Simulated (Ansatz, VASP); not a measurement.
TiCo3 in VASP and in Ansatz

```
Ti Co
1.0
     3.61400    0.00000    0.00000
     0.00000    3.61400    0.00000
     0.00000    0.00000    3.61400
Ti Co
1 3
Direct
  0.00000 0.00000 0.00000
  0.00000 0.50000 0.50000
  0.50000 0.00000 0.50000
  0.50000 0.50000 0.00000
```

Alike in both runs: task single point; functional PBEsol; k mesh 6 × 6 × 6; occupations gaussian, width 0.1 eV; collinear spin.

```csv
,VASP,Ansatz
version,VASP 6.6.1,Ansatz 0.2.0
potentials or method,"VASP PAW PBE potentials, release 64 (Ti_sv, Co), cutoff 520 eV","scalar-relativistic, plane waves, PAW"
valence electrons in the cell,39,63
```

|  | VASP | Ansatz | Ansatz less VASP |
| --- | --- | --- | --- |
| gap on the k mesh at the Fermi level (eV) | none | none | - |
| pressure (GPa) | -10.6 | -10.2 | +0.40 |
| net moment per atom (μB) | 0.68 | 0.68 | -0.001 |
| size of the moment on the site where the two differ most (μB) | 0.41 | 0.38 | -0.036 |

VASP's potentials were made for PBE, not for PBEsol. Site moments also hang on the region over which each program counts them. A gap of «none» marks a metal or a gap that the smearing closes. VASP's potentials hold 39 valence electrons a cell and Ansatz's 63, so a difference there can come from the potentials and not from the codes.
